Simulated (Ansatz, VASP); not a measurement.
**One calculation of Sn, two programs**

```xyz
2
Lattice="0.0000 3.3282 3.3282 3.3282 0.0000 3.3282 3.3282 3.3282 0.0000" Properties=species:S:1:pos:R:3 pbc="T T T"
Sn    4.9923    4.9923    4.9923
Sn    3.3282    3.3282    3.3282
```

Alike in both runs: task single point; functional PBE; k mesh 6 × 6 × 6; occupations gaussian, width 0.05 eV; no spin polarisation.

```csv
,VASP,Ansatz
version,VASP 6.6.1,Ansatz 0.2.0
potentials or method,"VASP PAW PBE potentials, release 64 (Sn_d), cutoff 500 eV","scalar-relativistic, plane waves, PAW"
valence electrons in the cell,28,28
```

|  | VASP | Ansatz | Ansatz less VASP |
| --- | --- | --- | --- |
| gap on the k mesh at the Fermi level (eV) | none | none | - |
| pressure (GPa) | 0.0 | 0.0 | +0.04 |

A gap of «none» marks a metal or a gap that the smearing closes. The functional is the same, so the differences come from potentials, cutoffs and numerics.
